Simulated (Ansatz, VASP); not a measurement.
# One calculation of KBr, two programs

POSCAR

```
KBr
1.0
    0.0000000000      3.4365468750      3.4365468750
    3.2925000000      0.1440468750      3.2925000000
    3.2925000000      3.2925000000      0.1440468750
K Br
1 1
Direct
    0.0000000000      0.0000000000      0.0000000000
    0.5000000000      0.5000000000      0.5000000000
```

The input INCAR.step1:

```
SYSTEM = KBr
ALGO = Normal ; EDIFF = 1E-4
ENCUT = 520 ; GGA = PE
ISMEAR = 0 ; LASPH = .True.
LCHARG = .False. ; LREAL = .False.
LWAVE = .True. ; NBANDS = 15
NELM = 80 ; PREC = Accurate
SIGMA = 0.05
```

File INCAR.step2:

```
SYSTEM = KBr
ALGO = Normal ; EDIFF = 1E-6
ENCUT = 520 ; ISIF = 2
ISMEAR = 0 ; ISTART = 1
LASPH = .True. ; LCHARG = .True.
LELF = .True. ; LMIXTAU = .True.
LREAL = .False. ; LVHAR = .True.
LWAVE = .False. ; METAGGA = R2SCAN
NBANDS = 15 ; NELM = 80
PREC = Accurate ; SIGMA = 0.05
```

KPOINTS

```
k-points
0
Gamma
  6 6 6
  0 0 0
```

Input for Ansatz:

```yaml
crystal:
  lattice:
    - [0.0, 3.436546875, 3.436546875]
    - [3.2925, 0.144046875, 3.2925]
    - [3.2925, 3.2925, 0.144046875]
  atoms:
    - { symbol: K, position: [0.0, 0.0, 0.0] }
    - { symbol: Br, position: [0.5, 0.5, 0.5] }
basis:
  ecutwfc: 500
kpoints:
  mp_grid: { grid: [6, 6, 6] }
hamiltonian:
  xc: r2scan
scf:
  occupations: { method: gaussian, width: 0.05 }
output:
  forces: true
  stress: true
  eigenvalues: true
```

Change from the starting cell: strain +0.0875 x Voigt [0, 0, 0, 1, 0, 0], atoms carried along.

Alike in both runs: task single point; functional r2SCAN; k mesh 6 × 6 × 6; occupations gaussian, width 0.05 eV; no spin polarisation.

|  | VASP | Ansatz |
| --- | --- | --- |
| version | VASP 6.6.1 | Ansatz 0.2.0 |
| potentials or method | VASP PAW PBE potentials, release 64 (K_sv, Br), cutoff 520 eV | scalar-relativistic, plane waves, PAW |
| valence electrons in the cell | 16 | 16 |

```csv
,VASP,Ansatz,Ansatz less VASP
gap on the k mesh at the Fermi level (eV),4.97,4.96,-0.002
least direct gap on the mesh (eV),4.97,4.96,-0.002
pressure (GPa),0.2,0.2,+0.01
"traceless stress, the component that is largest in VASP (GPa)",-0.47,-0.47,-0.001
```

VASP's potentials were made for PBE, not for r2SCAN. The functional is the same, so the differences come from potentials, cutoffs and numerics.
